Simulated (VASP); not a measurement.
Runs of VASP 6.6.1 on SiO2. The structure is that of space group I-42d (No. 122), or close to it. The cells are those of the table. 

```tsv
cell	k mesh	smearing	gap on the mesh (eV)	pressure (GPa)	largest force (eV/Å)
a = 4.999 Å, angles 122.4, 122.4, 85.9°, 6 atoms	6 × 6 × 6	gaussian 0.02 eV	6.05	2.7	0.01
a = 5.029 Å, angles 123.7, 123.7, 83.8°, 6 atoms	6 × 6 × 6	gaussian 0.1 eV	6.04	(c)	(b)
a = 5.207 Å, angles 120.6, 120.6, 88.9°, 6 atoms	6 × 6 × 6	gaussian 0.02 eV	5.53	-1.3	-
a = 5.080 Å, angles 121.5, 121.5, 87.4°, 6 atoms	6 × 6 × 6	gaussian 0.02 eV	5.84	(a)	-
a = 4.956 Å, angles 122.8, 122.8, 85.1°, 6 atoms	6 × 6 × 6	gaussian 0.02 eV	6.16	3.8	-
a = 5.262 Å, angles 120.3, 120.3, 89.5°, 6 atoms	6 × 6 × 6	gaussian 0.02 eV	5.40	-2.1	0.01
a = 5.123 Å, angles 121.2, 121.2, 87.9°, 6 atoms	8 × 8 × 8	gaussian 0.02 eV	5.73	0.1	-
a = 5.039 Å, angles 121.9, 121.9, 86.7°, 6 atoms	6 × 6 × 6	gaussian 0.02 eV	5.94	(d)	-
a = 5.123 Å, angles 121.2, 121.2, 87.9°, 6 atoms	6 × 6 × 6	gaussian 0.02 eV	5.73	0.1	-
a = 5.165 Å, angles 120.9, 120.9, 88.4°, 6 atoms	6 × 6 × 6	gaussian 0.02 eV	5.63	-0.6	0.01
```

Alike in all rows: task single point; level PBE; potentials or basis VASP PAW PBE potentials, release 64 (Si, O); no spin polarisation; cutoff (eV) 520.

Question: Fill in the values left out.

Answer: (a) 0.9; (b) 0.13; (c) 3.7; (d) 1.8.

A k mesh can miss the band edges.
